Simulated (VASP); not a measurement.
Write the native input for VASP 6.6.1 that does the following.

| Quantity | Value |
| --- | --- |
| Task | single point |
| Functional | PBE |
| Potentials or basis | VASP PAW PBE potentials, release 64 (Ag_sv_GW, Cl) |
| Cutoff | 630 eV |
| k mesh | 8 × 8 × 8 |
| Occupations | fermi-dirac, width 0.02 eV |
| Spin | no spin polarisation |
| Dipole correction | no |
| Further INCAR settings | ALGO = Normal; EDIFF = 1e-06; NBANDS = 20 |

The structure of AgCl lies in POSCAR:

```
AgCl
1.0
    3.3955880382     -0.0633277169      0.0000000000
   -0.0633277169      3.3955880382      0.0000000000
    0.0000000000      0.0000000000      3.3955880382
Ag Cl
1 1
Direct
    0.0000000000      0.0000000000      0.0000000000
    0.5000000000      0.5000000000      0.5000000000
```

This cell differs from its parent crystal: shear xy strain -3.7%.

One way to write it, as run:

INCAR

```
SYSTEM = AgCl
PREC = Accurate
ENCUT = 630
EDIFF = 1E-6
ISMEAR = -1
SIGMA = 0.02
LREAL = .FALSE.
LASPH = .TRUE.
NELM = 120
ALGO = Normal
ISIF = 2
LWAVE = .FALSE.
LCHARG = .FALSE.
GGA = PE
NBANDS = 20
GGA_COMPAT = .FALSE.
```

KPOINTS

```
regular mesh
0
G
  8 8 8
  0 0 0
```

Potentials or basis: VASP PAW PBE potentials, release 64 (Ag_sv_GW, Cl).

Run with:

```sh
$ cat potpaw_PBE.64/Ag_sv_GW/POTCAR potpaw_PBE.64/Cl/POTCAR > POTCAR
$ mpirun -np 1 vasp_std > vasp.out
```

It gave:

```
Pressure               : 1.5 GPa
Band gap on the k mesh : 0.47 eV (least direct gap 2.12 eV)
```

Caveat: the cell differs from its parent crystal (shear xy strain -3.7%); the structure was generated, so it needn't be the stable form of AgCl; semilocal functionals underestimate gaps, and a narrow one can read as zero.

Wall time 37 s on 1 thread of Intel(R) Xeon(R) 6975P-C (Granite Rapids), with other jobs on the host, peak memory 0.26 GiB.
